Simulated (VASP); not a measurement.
Set up this calculation in VASP 6.6.1, as the native input.

```yaml
Task: single point
Functional: PBE
Potentials_or_basis: VASP PAW PBE potentials, release 64 (Hf_pv)
Cutoff: 520 eV
k_mesh: 15 × 15 × 8
Occupations: gaussian, width 0.1 eV
Spin: no spin polarisation
Dipole_correction: no
Further_INCAR_settings: ALGO = Normal; EDIFF = 1e-06; NBANDS = 17
```

The structure of Hf lies in POSCAR:

```
Hf
1.0
    3.1393942928      0.0000000000      0.0000000000
   -1.5696971464      2.7187952101      0.0000000000
    0.0000000000      0.0000000000      4.9642417296
Hf
2
Direct
    0.3333333333      0.6666666667      0.2500000000
    0.6666666667      0.3333333333      0.7500000000
```

This cell differs from its parent crystal: volume scaled by 0.94, then relaxed in part.

These files were run (other wordings do the same):

INCAR

```
SYSTEM = Hf
ALGO = Normal ; EDIFF = 1E-6
ENCUT = 520 ; GGA = PE
ISIF = 2 ; ISMEAR = 0
LASPH = .TRUE. ; LCHARG = .TRUE.
LELF = .TRUE. ; LREAL = .FALSE.
LVHAR = .TRUE. ; LWAVE = .FALSE.
NBANDS = 17 ; NELM = 80
PREC = Accurate ; SIGMA = 0.1
```

KPOINTS

```
k-points
0
G
  15 15 8
  0 0 0
```

Potentials or basis: VASP PAW PBE potentials, release 64 (Hf_pv).

Run with:

```console
$ cat potpaw_PBE.64/Hf_pv/POTCAR > POTCAR
$ mpirun -np 1 vasp_std > vasp.out
```

Results of the run:

The pressure is 6.9 GPa and the band gap on the k mesh is zero (band 10 reaches 6.50 eV, above the bottom of band 11 at 4.86 eV).

Caveat: spin-orbit coupling is left out, which moves the levels of the heavy elements.

Run time: 36 s on 1 thread of Intel(R) Xeon(R) Platinum 8488C (Sapphire Rapids), with other jobs on the host, peak memory 0.22 GiB.
